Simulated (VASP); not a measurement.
Write the native input for VASP 6.6.1 that does the following.

- Task: single point
- Functional: r2SCAN
- Potentials or basis: VASP PAW PBE potentials, release 64 (Gd)
- Cutoff: 520 eV
- k mesh: 8 × 8 × 8
- Occupations: methfessel-paxton, width 0.1 eV
- Spin: collinear spin, ferromagnetic start
- Starting moments: [7.0] μB
- Dipole correction: no
- Further INCAR settings: ALGO = Normal; EDIFF = 1e-06; NBANDS = 19

Gd:

```
CELL_PARAMETERS angstrom
-1.95512 1.95512 1.95512
1.95512 -1.95512 1.95512
1.95512 1.95512 -1.95512
ATOMIC_POSITIONS crystal
Gd 0.00000 0.00000 0.00000
```

This isn't the form of Gd at room conditions, which is hcp.

These files were run (other wordings do the same):

POSCAR

```
Gd
1.0
   -1.9551160038      1.9551160038      1.9551160038
    1.9551160038     -1.9551160038      1.9551160038
    1.9551160038      1.9551160038     -1.9551160038
Gd
1
Direct
    0.0000000000      0.0000000000      0.0000000000
```

INCAR.step1

```
SYSTEM = Gd
PREC = Accurate
ENCUT = 520
ISMEAR = 1
SIGMA = 0.1
LREAL = .False.
LASPH = .True.
NELM = 150
ISPIN = 2
MAGMOM = 7
LMAXMIX = 6
NBANDS = 19
GGA = PE
ALGO = Normal
EDIFF = 1E-4
LWAVE = .True.
LCHARG = .False.
```

INCAR.step2

```
SYSTEM = Gd
PREC = Accurate
ENCUT = 520
EDIFF = 1E-6
ISMEAR = 1
SIGMA = 0.1
LREAL = .False.
LASPH = .True.
NELM = 150
ALGO = Normal
ISIF = 2
LWAVE = .False.
LCHARG = .True.
ISPIN = 2
MAGMOM = 7
LORBIT = 11
LMAXMIX = 6
METAGGA = R2SCAN
LMIXTAU = .True.
LELF = .True.
LVHAR = .True.
NBANDS = 19
ISTART = 1
```

KPOINTS

```
regular mesh
0
Gamma
  8 8 8
  0 0 0
```

Potentials or basis: VASP PAW PBE potentials, release 64 (Gd).

The run is started by

```bash
$ cat potpaw_PBE.64/Gd/POTCAR > POTCAR
$ cp INCAR.step1 INCAR
$ mpirun -np 1 vasp_std > vasp.out
$ cp INCAR.step2 INCAR
$ mpirun -np 1 vasp_std > vasp.out
```

It gave:

```
Pressure                                              : 4.4 GPa
Net moment                                            : 7.86 μB per cell
Site moments                                          : Gd +7.09 μB
Valence electrons inside the program's atomic spheres : Gd 15.26
```

Caveat: the cell stands under pressure; the PAW data sets were made with another functional, which shifts forces and pressure a little.

Wall time 2.1 min on 1 thread of AMD EPYC 9R45 96-Core Processor (Zen 5), on a shared host, peak memory 0.18 GiB.
